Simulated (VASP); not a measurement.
# PtSe2 (Sudovikovite) (P-3m1) in VASP: a series of runs

PtSe2 (Sudovikovite) is run at these levels: PBEsol+U, LDA; tasks: density of states, vibrations by perturbation theory.

All numbers are computed with VASP 6.6.1; they aren't measurements. Logs are shortened: lines on timing, memory, paths and dates and some standing lists are left out, and cuts for length are marked.

### Step 1. The cell of the first run

The structure is trigonal, space group P-3m1 (No. 164). The conventional cell has a = 3.724 Å, b = 3.724 Å, c = 5.062 Å, α = 90.00°, β = 90.00°, γ = 120.00°. Pt (site symmetry -3m) has 6 Se at 2.49 Å within 3.3 Å. Within 3.3 Å of Se (site symmetry 3m) lie 3 Pt at 2.49 Å.

### Step 2. Density of states, PBEsol+U

POSCAR

```
PtSe2
1.0
    3.7240000000      0.0000000000      0.0000000000
   -1.8620000000      3.2250786037      0.0000000000
    0.0000000000      0.0000000000      5.0620000000
Pt Se
1 2
Direct
    0.0000000000      0.0000000000      0.0000000000
    0.6666666667      0.3333333333      0.7500000000
    0.3333333333      0.6666666667      0.2500000000
```

INCAR.step1

```
SYSTEM = PtSe2
ALGO     = Normal         ! electronic algorithm
EDIFF    = 1E-6           ! SCF threshold, eV
ENCUT    = 520            ! plane-wave cutoff, eV
GGA      = PS             ! functional
ISIF     = 2              ! what is computed and relaxed
ISMEAR   = -1             ! smearing method
LASPH    = .True.         ! aspherical terms in the spheres
LCHARG   = .True.         ! write CHGCAR
LDAU     = .True.         ! DFT+U
LDAUJ    = 0 0          
LDAUL    = 2 -1           ! shell
LDAUPRINT= 1            
LDAUTYPE = 2            
LDAUU    = 3 0            ! U, eV
LMAXMIX  = 4              ! l up to which the mixer works
LREAL    = .False.        ! projectors in reciprocal space
LWAVE    = .False.        ! write WAVECAR
NBANDS   = 18             ! bands
NELM     = 150            ! most SCF steps
PREC     = Accurate       ! precision mode
SIGMA    = 0.05           ! smearing width, eV
```

KPOINTS.step1

```
k-points
0
Gamma
  8 8 5
  0 0 0
```

INCAR.step2

```
SYSTEM = PtSe2
ALGO     = Normal         ! electronic algorithm
EDIFF    = 1E-6           ! SCF threshold, eV
ENCUT    = 520            ! plane-wave cutoff, eV
GGA      = PS             ! functional
ICHARG   = 11             ! starting density
ISIF     = 2              ! what is computed and relaxed
ISMEAR   = -5             ! smearing method
LASPH    = .True.         ! aspherical terms in the spheres
LCHARG   = .False.        ! write CHGCAR
LDAU     = .True.         ! DFT+U
LDAUJ    = 0 0          
LDAUL    = 2 -1           ! shell
LDAUPRINT= 1            
LDAUTYPE = 2            
LDAUU    = 3 0            ! U, eV
LMAXMIX  = 4              ! l up to which the mixer works
LORBIT   = 10             ! projections on sites
LREAL    = .False.        ! projectors in reciprocal space
LWAVE    = .False.        ! write WAVECAR
NBANDS   = 18             ! bands
NEDOS    = 1001           ! points of the DOS
NELM     = 150            ! most SCF steps
PREC     = Accurate       ! precision mode
SIGMA    = 0.05           ! smearing width, eV
```

KPOINTS.step2

```
k-points
0
Gamma
  12 12 8
  0 0 0
```

Potentials or basis: VASP PAW PBE potentials, release 64 (Pt, Se).

Started as:

```sh
> cat potpaw_PBE.64/Pt/POTCAR potpaw_PBE.64/Se/POTCAR > POTCAR
> cp INCAR.step1 INCAR
> cp KPOINTS.step1 KPOINTS
> mpirun -np 1 vasp_std > vasp.out
> cp INCAR.step2 INCAR
> cp KPOINTS.step2 KPOINTS
> mpirun -np 1 vasp_std > vasp.out
```

OUTCAR:

```text
SYSTEM = PtSe2
   EDIFF = 1E-6
   ENCUT = 520
   GGA = PS
   ICHARG = 11
   ISIF = 2
   ISMEAR = -5
   LASPH = .True.
   LORBIT = 10
   LREAL = .False.
   NELM = 150
   PREC = Accurate

 ion  position               nearest neighbor table
   1  0.000  0.000  0.000-   2 2.49   3 2.49   2 2.49   3 2.49   2 2.49   3 2.49
   2  0.667  0.333  0.750-   1 2.49   1 2.49   1 2.49
   3  0.333  0.667  0.250-   1 2.49   1 2.49   1 2.49

  LATTYP: Found a hexagonal cell.
 ALAT       =     3.7240000000
 C/A-ratio  =     1.3592910849

  Lattice vectors:

 A1 = (   3.7240000000,   0.0000000000,   0.0000000000)
 A2 = (  -1.8620000000,   3.2250786037,   0.0000000000)
 A3 = (   0.0000000000,   0.0000000000,   5.0620000000)

Analysis of symmetry for initial positions (statically):
=====================================================================
 Subroutine PRICEL returns:
 Original cell was already a primitive cell.

 Routine SETGRP: Setting up the symmetry group for a
 hexagonal supercell.

 Subroutine GETGRP returns: Found 12 space group operations
 (whereof 12 operations were pure point group operations)
 out of a pool of 24 trial point group operations.

The static configuration has the point symmetry D_3d.

Analysis of symmetry for dynamics (positions and initial velocities):
=====================================================================
 Subroutine PRICEL returns:
 Original cell was already a primitive cell.

 Routine SETGRP: Setting up the symmetry group for a
 hexagonal supercell.

 Subroutine GETGRP returns: Found 12 space group operations
 (whereof 12 operations were pure point group operations)
 out of a pool of 24 trial point group operations.

The dynamic configuration has the point symmetry D_3d.

 Subroutine INISYM returns: Found 12 space group operations
 (whereof 12 operations are pure point group operations),
 and found     1 'primitive' translations

----------------------------------------------------------------------------------------

                                     Primitive cell

  volume of cell :      60.7956

  direct lattice vectors                    reciprocal lattice vectors
     3.724000000  0.000000000  0.000000000     0.268528464  0.155034981  0.000000000
    -1.862000000  3.225078604  0.000000000     0.000000000  0.310069962  0.000000000
     0.000000000  0.000000000  5.062000000     0.000000000  0.000000000  0.197550375

  length of vectors
     3.724000000  3.724000000  5.062000000     0.310069962  0.310069962  0.197550375

  position of ions in fractional coordinates (direct lattice)
     0.000000000  0.000000000  0.000000000
     0.666666667  0.333333333  0.750000000
     0.333333333  0.666666667  0.250000000

  ion indices of the primitive-cell ions
   primitive index   ion index
                 1           1
                 2           2
                 3           3

----------------------------------------------------------------------------------------

 KPOINTS: k-points

Automatic generation of k-mesh.
 Grid dimensions read from file:
 generate k-points for:   12   12    8

 Generating k-lattice:

  Cartesian coordinates                     Fractional coordinates (reciprocal lattice)
     0.022377372  0.012919582  0.000000000     0.083333333  0.000000000  0.000000000
     0.000000000  0.025839163  0.000000000     0.000000000  0.083333333  0.000000000
     0.000000000  0.000000000  0.024693797     0.000000000  0.000000000  0.125000000

  Length of vectors
     0.025839163  0.025839163  0.024693797

  Shift w.r.t. Gamma in fractional coordinates (k-lattice)
     0.000000000  0.000000000  0.000000000

 TETIRR: Found   1652 inequivalent tetrahedra from     6912

 Subroutine IBZKPT returns following result:
 ===========================================

 Found    131 irreducible k-points:

 Following reciprocal coordinates:
            Coordinates               Weight
  0.000000  0.000000  0.000000      1.000000
  0.083333  0.000000  0.000000      6.000000
  0.166667  0.000000  0.000000      6.000000
  0.250000 -0.000000  0.000000      6.000000
  0.333333 -0.000000  0.000000      6.000000
  0.416667 -0.000000  0.000000      6.000000
[... 16 lines left out ...]
  0.166667  0.000000  0.125000      6.000000
  0.000000  0.166667  0.125000      6.000000
 [... further k-points ...]
   k-points           NKPTS =    131   k-points in BZ     NKDIM =    131   number of bands    NBANDS=     18
   number of dos      NEDOS =   1001   number of ions     NIONS =      3
   total plane-waves  NPLWV =  31360
   dimension x,y,z NGX =    28 NGY =   28 NGZ =   40
   dimension x,y,z NGXF=    56 NGYF=   56 NGZF=   80
   ions per type =               1   2
   NGX,Y,Z   is equivalent  to a cutoff of  12.50, 12.50, 13.14 a.u.
   NGXF,Y,Z  is equivalent  to a cutoff of  25.00, 25.00, 26.27 a.u.
 SYSTEM =  PtSe2
   PREC   = accura    normal or accurate (medium, high low for compatibility)
   ISTART =      0    job   : 0-new  1-cont  2-samecut
   ICHARG =     11    charge: 1-file 2-atom 10-const
   ISPIN  =      1    spin polarized calculation?
   LNONCOLLINEAR =      F non collinear calculations
   LSORBIT =      F    spin-orbit coupling
   LASPH  =      T    aspherical Exc in radial PAW
   ENCUT  =  520.0 eV  38.22 Ry    6.18 a.u.   6.92  6.92  9.41*2*pi/ulx,y,z
   NELM   =    150;   NELMIN=  2; NELMDL=  0     # of ELM steps
   EDIFF  = 0.1E-05   stopping-criterion for ELM
   LREAL  =      F    real-space projection
   EDIFFG = 0.1E-04   stopping-criterion for IOM
   NSW    =      0    number of steps for IOM
   IBRION =     -1    ionic relax: 0-MD 1-quasi-New 2-CG
   NFREE  =      0    steps in history (QN), initial steepest desc. (CG)
   ISIF   =      2    stress and relaxation
   ISYM   =      2    0-nonsym 1-usesym 2-fastsym
   POTIM  = 0.5000    time-step for ionic-motion
   TEBEG  =    0.0;   TEEND  =   0.0 temperature during run
   PSTRESS=    0.0 pullay stress
   NELECT =      22.0000    total number of electrons
   NUPDOWN=      -1.0000    fix difference up-down
   EMIN   =  10.00;   EMAX   =-10.00  energy-range for DOS
   EFERMI =   0.00;   METHOD = LEGACY
   ISMEAR =    -5;   SIGMA  =   0.05  broadening in eV -4-tet -1-fermi 0-gaus
   EFERMI_NEDOS =   21; number of points for ismear=-14 and -15
   IALGO  =     38    algorithm
   IMIX   =      4    mixing-type and parameters
     AMIX     =   0.40;   BMIX     =  1.00
     AMIX_MAG =   1.60;   BMIX_MAG =  1.00
  volume/ion in A,a.u.               =      20.27       136.76
  Fermi-wavevector in a.u.,A,eV,Ry     =   1.166608  2.204570 18.517184  1.360975
  Thomas-Fermi vector in A             =   2.303119
   LORBIT       =     10    0 simple, 1 ext, 2 COOP (PROOUT), +10 PAW based schemes
 LDA+U is selected, type is set to LDAUTYPE =  2
   angular momentum for each species LDAUL =     2   -1
   U (eV)           for each species LDAUU =   3.0  0.0
   J (eV)           for each species LDAUJ =   0.0  0.0
   GGA     = PS    functional components
   LHFCALC =     F    Hartree Fock is set to
   AEXX    =    0.0000 exact exchange contribution
   IVDW    =     0    specifies the selected vdW correction
   LEPSILON=     F    determine dielectric tensor
   LRPA    =     F    only Hartree local field effects (RPA)
 non-spin polarized calculation
 Fermi weights with tetrahedron method with Bloechl corrections
  energy-cutoff  :      520.00
  volume of cell :       60.80
 maximum number of plane-waves:      1654

atom =   1  type =  1  l = 2

 onsite density matrix

spin component  1

  0.8409 -0.0000 -0.0000  0.0994 -0.0000
 -0.0000  0.7837  0.0000  0.0000  0.0994
 -0.0000  0.0000  0.9126  0.0000  0.0000
  0.0994  0.0000  0.0000  0.7837 -0.0000
 -0.0000  0.0994  0.0000 -0.0000  0.8409

spin component  2

  0.8409 -0.0000 -0.0000  0.0994 -0.0000
 -0.0000  0.7837  0.0000  0.0000  0.0994
 -0.0000  0.0000  0.9126  0.0000  0.0000
  0.0994  0.0000  0.0000  0.7837 -0.0000
 -0.0000  0.0994  0.0000 -0.0000  0.8409

 occupancies and eigenvectors

  o =  0.7089  v =  0.6014  0.0000  0.0000 -0.7990  0.0000  0.0000  0.0000  0.0000  0.0000  0.0000      0.0000  0.0000  0.0000  0.0000  0.0000  0.0000  0.0000  0.0000  0.0000  0.0000
  o =  0.7089  v =  0.0000  0.0000  0.0000  0.0000  0.0000  0.6014  0.0000  0.0000 -0.7990  0.0000      0.0000  0.0000  0.0000  0.0000  0.0000  0.0000  0.0000  0.0000  0.0000  0.0000
  o =  0.7089  v =  0.0000 -0.7990 -0.0000  0.0000  0.6014  0.0000  0.0000  0.0000  0.0000  0.0000      0.0000  0.0000  0.0000  0.0000  0.0000  0.0000  0.0000  0.0000  0.0000  0.0000
  o =  0.7089  v =  0.0000  0.0000  0.0000  0.0000  0.0000  0.0000 -0.7990 -0.0000  0.0000  0.6014      0.0000  0.0000  0.0000  0.0000  0.0000  0.0000  0.0000  0.0000  0.0000  0.0000
  o =  0.9126  v =  0.0000  0.0000  0.0000  0.0000  0.0000  0.0000  0.0000 -1.0000 -0.0000  0.0000      0.0000  0.0000  0.0000  0.0000  0.0000  0.0000  0.0000  0.0000  0.0000  0.0000
  o =  0.9126  v =  0.0000  0.0000 -1.0000 -0.0000  0.0000  0.0000  0.0000  0.0000  0.0000  0.0000      0.0000  0.0000  0.0000  0.0000  0.0000  0.0000  0.0000  0.0000  0.0000  0.0000
  o =  0.9157  v = -0.7990  0.0000  0.0000 -0.6014  0.0000  0.0000  0.0000  0.0000  0.0000  0.0000      0.0000  0.0000  0.0000  0.0000  0.0000  0.0000  0.0000  0.0000  0.0000  0.0000
  o =  0.9157  v =  0.0000  0.0000  0.0000  0.0000  0.0000 -0.7990  0.0000  0.0000 -0.6014  0.0000      0.0000  0.0000  0.0000  0.0000  0.0000  0.0000  0.0000  0.0000  0.0000  0.0000
  o =  0.9157  v =  0.0000  0.6014  0.0000  0.0000  0.7990  0.0000  0.0000  0.0000  0.0000  0.0000      0.0000  0.0000  0.0000  0.0000  0.0000  0.0000  0.0000  0.0000  0.0000  0.0000
  o =  0.9157  v =  0.0000  0.0000  0.0000  0.0000  0.0000  0.0000  0.6014  0.0000  0.0000  0.7990      0.0000  0.0000  0.0000  0.0000  0.0000  0.0000  0.0000  0.0000  0.0000  0.0000

 number of electron      21.9999999 magnetization

 Free energy of the ion-electron system (eV)
  ---------------------------------------------------
  ext. energy  EPLUGINS =         0.00000000
  ---------------------------------------------------
  free energy    TOTEN  =       -13.82413057 eV

  energy without entropy =      -13.82413057  energy(sigma->0) =      -13.82413057

 E-fermi :   6.3254     XC(G=0): -10.7907

 val. band max:        6.3545192852   @ k =   0.0000   0.1667   0.1250
 cond. band min:       6.2072086629   @ k =   0.3333   0.3333   0.0000
 fundamental gap:     -0.1473106223
 Fermi energy:         6.3253512233

 k-point     1 :       0.0000    0.0000    0.0000
  band No.  band energies     occupation
      1      -9.3685      2.00000
      2      -6.5462      2.00000
      3      -1.1353      2.00000
      4      -0.4233      2.00000
      5      -0.4233      2.00000
      6       1.6288      2.00000
[... 481 lines left out ...]
      5      -0.0357      2.00000
      6       1.2717      2.00000
[... 10 lines left out ...]
     17      14.8082      0.00000
     18      14.9947      0.00000

 [... further k-points ...]

------------------------ aborting loop because EDIFF is reached ----------------------------------------

  FORCE on cell =-STRESS in cart. coord.  units (eV):
  Direction    XX          YY          ZZ          XY          YZ          ZX
  --------------------------------------------------------------------------------------
  -------------------------------------------------------------------------------------
  Total        0.1004898      0.1004898     -0.0914912      0.0000000      0.0000000      0.0000000
  in kB        2.6482583      2.6482583     -2.4111130      0.0000000      0.0000000      0.0000000
  external PRESSURE =       0.9618012 kB  Pullay stress =       0.0000000 kB

 VOLUME and BASIS-vectors are now :
 -----------------------------------------------------------------------------
  energy-cutoff  :      520.00
  volume of cell :       60.80
      direct lattice vectors                 reciprocal lattice vectors
     3.724000000  0.000000000  0.000000000     0.268528464  0.155034981  0.000000000
    -1.862000000  3.225078604  0.000000000     0.000000000  0.310069962  0.000000000
     0.000000000  0.000000000  5.062000000     0.000000000  0.000000000  0.197550375

 POSITION                                       TOTAL-FORCE (eV/Angst)
 -----------------------------------------------------------------------------------
      0.00000      0.00000      0.00000         0.000000      0.000000      0.000000
      1.86200      1.07503      3.79650         0.000000     -0.000000     -0.166166
     -0.00000      2.15005      1.26550        -0.000000      0.000000      0.166166
 -----------------------------------------------------------------------------------
    total drift:                               -0.000000     -0.000000     -0.000000

  FREE ENERGIE OF THE ION-ELECTRON SYSTEM (eV)
  ---------------------------------------------------
  free  energy   TOTEN  =       -13.8241305746 eV

  energy  without entropy=      -13.8241305746  energy(sigma->0) =      -13.82413057

 total charge

# of ion       s       p       d       tot
------------------------------------------
    1        0.668   0.704   8.257   9.629
    2        1.486   2.224   0.067   3.777
    3        1.486   2.224   0.067   3.777
--------------------------------------------------
tot          3.640   5.153   8.391  17.184
```

Run time: 39 s. Hardware: 1 thread of Intel Xeon 6975P-C (Granite Rapids), shared host; peak memory 0.27 GiB.

Results:

- Valence electrons inside the program's atomic spheres: Pt 9.63; Se 3.78

Eigenvalues of the final occupation matrices:
| site | spin | trace | eigenvalues |
| --- | --- | --- | --- |
| site 1 d | 1 | 4.16 | 0.71 0.71 0.91 0.92 0.92 |
| site 1 d | 2 | 4.16 | 0.71 0.71 0.91 0.92 0.92 |

Caveat: the PAW data sets were made with another functional, which shifts forces and pressure a little; spin-orbit coupling is left out, which moves the levels of the heavy elements; U without spin polarisation on a metal has little footing; tetrahedron occupations give inexact forces and stress in metals.

### Step 3. Density of states, PBEsol+U

POSCAR is that of step 2.

INCAR.step1

```
ALGO = Normal
EDIFF = 1E-7
ENCUT = 520
GGA = PS
ISIF = 2
ISMEAR = -1
LASPH = True
LCHARG = True
LDAU = True
LDAUJ = 0 0
LDAUL = 2 -1
LDAUPRINT = 1
LDAUTYPE = 2
LDAUU = 4 0
LMAXMIX = 4
LREAL = False
LWAVE = False
NBANDS = 18
NELM = 150
PREC = Accurate
SIGMA = 0.05
```

KPOINTS.step1

```
k-points
0
Gamma
  8 8 5
```

INCAR.step2

```
ALGO = Normal
EDIFF = 1E-7
ENCUT = 520
GGA = PS
ICHARG = 11
ISIF = 2
ISMEAR = -5
LASPH = True
LCHARG = False
LDAU = True
LDAUJ = 0 0
LDAUL = 2 -1
LDAUPRINT = 1
LDAUTYPE = 2
LDAUU = 4 0
LMAXMIX = 4
LORBIT = 10
LREAL = False
LWAVE = False
NEDOS = 1001
NELM = 150
PREC = Accurate
SIGMA = 0.05
```

KPOINTS.step2

```
k-points
0
Gamma
  12 12 8
```

Potentials or basis: VASP PAW PBE potentials, release 64 (Pt, Se).

Started as:

```sh
> cat potpaw_PBE.64/Pt/POTCAR potpaw_PBE.64/Se/POTCAR > POTCAR
> cp INCAR.step1 INCAR
> cp KPOINTS.step1 KPOINTS
> mpirun -np 1 vasp_std > vasp.out
> cp INCAR.step2 INCAR
> cp KPOINTS.step2 KPOINTS
> mpirun -np 1 vasp_std > vasp.out
```

It took 41 s on 1 thread of Intel Xeon 6975P-C (Granite Rapids), shared host; peak memory 0.26 GiB.

It converged, with:

- Valence electrons inside the program's atomic spheres: Pt 9.70; Se 3.77

Levels at points of the mesh, in eV from the Fermi level:
```tsv
k point	band 9	band 10	band 11	band 12	band 13	band 14
(0.00, 0.00, 0.00)	-0.97	-0.97	0.46	1.36	1.36	3.62
(0.50, 0.00, 0.00)	-3.68	-3.46	-3.29	0.53	2.29	4.66
(0.00, 0.00, 0.50)	-1.95	-1.42	-1.42	2.22	2.22	4.88
(0.50, 0.00, 0.50)	-3.88	-2.74	-1.30	0.89	1.41	4.60
```

Eigenvalues of the final occupation matrices:
```csv
site,spin,trace,eigenvalues
site 1 d,1,4.21,0.72 0.72 0.92 0.93 0.93
site 1 d,2,4.21,0.72 0.72 0.92 0.93 0.93
```

Caveat: the PAW data sets were made with another functional, which shifts forces and pressure a little; spin-orbit coupling is left out, which moves the levels of the heavy elements; U without spin polarisation on a metal has little footing; tetrahedron occupations give inexact forces and stress in metals.

[end of part 1 of 2]
